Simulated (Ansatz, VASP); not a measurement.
SiC in VASP and in Ansatz

```
Si C
1.0
     0.00000    2.02373    2.02373
     2.02373    0.00000    2.02373
     2.02373    2.02373    0.00000
Si C
1 1
Direct
  0.00000 0.00000 0.00000
  0.25000 0.25000 0.25000
```

Alike in both runs: task single point; functional PBEsol; k mesh 10 × 10 × 10; no spin polarisation.

|  | VASP | Ansatz |
| --- | --- | --- |
| version | VASP 6.6.1 | Ansatz 0.2.0 |
| potentials or method | VASP PAW PBE potentials, release 64 (Si, C), cutoff 600 eV | scalar-relativistic, plane waves, PAW |
| occupations | gaussian, width 0.01 eV | fixed |
| valence electrons in the cell | 8 | 8 |

|  | VASP | Ansatz | Ansatz less VASP |
| --- | --- | --- | --- |
| gap on the k mesh at the Fermi level (eV) | 1.00 | 1.02 | +0.013 |
| least direct gap on the mesh (eV) | 4.63 | 4.65 | +0.017 |

VASP's potentials were made for PBE, not for PBEsol.
